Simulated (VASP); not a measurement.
Set up this calculation in VASP 6.6.1, as the native input.

| Quantity | Value |
| --- | --- |
| Task | single point |
| Functional | PBE |
| Potentials or basis | VASP PAW PBE potentials, release 64 (Ti_sv, Ge_d, Pt) |
| Cutoff | 520 eV |
| k mesh | 4 × 4 × 4 |
| Occupations | gaussian, width 0.1 eV |
| Spin | no spin polarisation |
| Dipole correction | no |
| Further INCAR settings | ALGO = Normal; EDIFF = 1e-06; NBANDS = 38 |

The structure of Ti3GePt lies in POSCAR:

```
Ti3GePt
1.0
    4.6088798998      0.0000000000      0.0000000000
    0.0000000000      4.6088798998      0.0000000000
    0.0000000000      0.0000000000      4.6088798998
Ti Ge Pt
3 1 1
Direct
    0.0000000000      0.5000000000      0.5000000000
    0.5000000000      0.0000000000      0.5000000000
    0.5000000000      0.5000000000      0.0000000000
    0.5000000000      0.5000000000      0.5000000000
    0.0000000000      0.0000000000      0.0000000000
```

The cell was built from a structure type or drawn by symmetry, and may not be a known phase.

One way to write it, as run:

INCAR

```
PREC = Accurate ; ENCUT = 520
EDIFF = 1E-6 ; ISMEAR = 0
SIGMA = 0.1 ; LREAL = False
LASPH = True ; NELM = 60
ALGO = Normal ; ISIF = 2
LWAVE = False ; LCHARG = False
GGA = PE ; NBANDS = 38
```

KPOINTS

```
regular mesh
0
Gamma
  4 4 4
```

Potentials or basis: VASP PAW PBE potentials, release 64 (Ti_sv, Ge_d, Pt).

Launch:

```sh
$ cat potpaw_PBE.64/Ti_sv/POTCAR potpaw_PBE.64/Ge_d/POTCAR potpaw_PBE.64/Pt/POTCAR > POTCAR
$ mpirun -np 1 vasp_std > vasp.out
```

Results of the run:

| Quantity | Value |
| --- | --- |
| Pressure | 0.2 GPa |
| Band gap on the k mesh | zero (bands 30 and 31 overlap by 0.68 eV) |

Caveat: spin-orbit coupling is left out, which moves the levels of the heavy elements.

Wall time 19 s on 1 thread of Intel(R) Xeon(R) 6975P-C (Granite Rapids), on a shared host, peak memory 0.22 GiB.
